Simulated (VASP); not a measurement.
Here is a VASP 6.6.1 calculation.

The input INCAR:

```
SYSTEM = HfO2
ALGO = Normal
EDIFF = 1E-7
EDIFFG = -0.001
ENCUT = 600
GGA = CA
IBRION = 2
ISIF = 3
ISMEAR = 0
LASPH = .True.
LCHARG = .False.
LREAL = .False.
LWAVE = .False.
NELM = 60
NSW = 80
PREC = Accurate
PSTRESS = -30.0
SIGMA = 0.01
```

KPOINTS

```
k-points
0
Gamma
  8 8 8
  0 0 0
```

File POSCAR:

```
HfO2
1.0
    0.0000000000      2.5004918518      2.5004918518
    2.5004918518      0.0000000000      2.5004918518
    2.5004918518      2.5004918518      0.0000000000
Hf O
1 2
Direct
    0.0000000000      0.0000000000      0.0000000000
    0.2500000000      0.2500000000      0.2500000000
    0.7500000000      0.7500000000      0.7500000000
```

Potentials or basis: VASP PAW LDA potentials, release 64 (Hf_pv, O).

Run with:

```bash
$ cat potpaw_LDA.64/Hf_pv/POTCAR potpaw_LDA.64/O/POTCAR > POTCAR
$ mpirun -np 1 vasp_std > vasp.out
```

Q: Predict the space group after relaxing (to 0.1 Å).

A: Fm-3m (No. 225).

Q: Estimate the relaxed volume.

A: 10.40 Å³/atom.

Final structure:
```
CELL_PARAMETERS angstrom
0.00000 2.49896 2.49896
2.49896 0.00000 2.49896
2.49896 2.49896 0.00000
ATOMIC_POSITIONS crystal
Hf 0.00000 0.00000 0.00000
O 0.25000 0.25000 0.25000
O 0.75000 0.75000 0.75000
```

Caveat: the cell is relaxed towards a set pressure, so the run minimises the enthalpy, not the energy.
